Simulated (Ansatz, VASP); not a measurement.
Two plane-wave programs on TiN

```
CELL_PARAMETERS angstrom
0.00000 2.24477 2.24477
2.24477 0.00000 2.24477
4.48954 4.48954 0.00000
ATOMIC_POSITIONS crystal
Ti 0.50000 0.50000 0.25000
Ti 0.50000 0.50000 0.75000
N 0.00000 0.00000 0.00000
N 0.00000 0.00000 0.50000
```

Alike in both runs: task single point; functional PBE; k mesh 7 × 7 × 7; occupations gaussian, width 0.05 eV; collinear spin.

|  | VASP | Ansatz |
| --- | --- | --- |
| version | VASP 6.6.1 | Ansatz 0.2.0 |
| potentials or method | VASP PAW PBE potentials, release 64 (Ti_sv, N), cutoff 520 eV | scalar-relativistic, plane waves, PAW |
| valence electrons in the cell | 34 | 34 |

|  | VASP | Ansatz | Ansatz less VASP |
| --- | --- | --- | --- |
| gap on the k mesh at the Fermi level (eV) | none | none | - |
| net moment per atom (μB) | 0.00 | 0.00 | 0.000 |

A gap of «none» marks a metal or a gap that the smearing closes. The functional is the same, so the differences come from potentials, cutoffs and numerics. Ansatz's warnings: seeded moment not kept, specified occupation not kept, symmetry narrowed by occupation matrices.
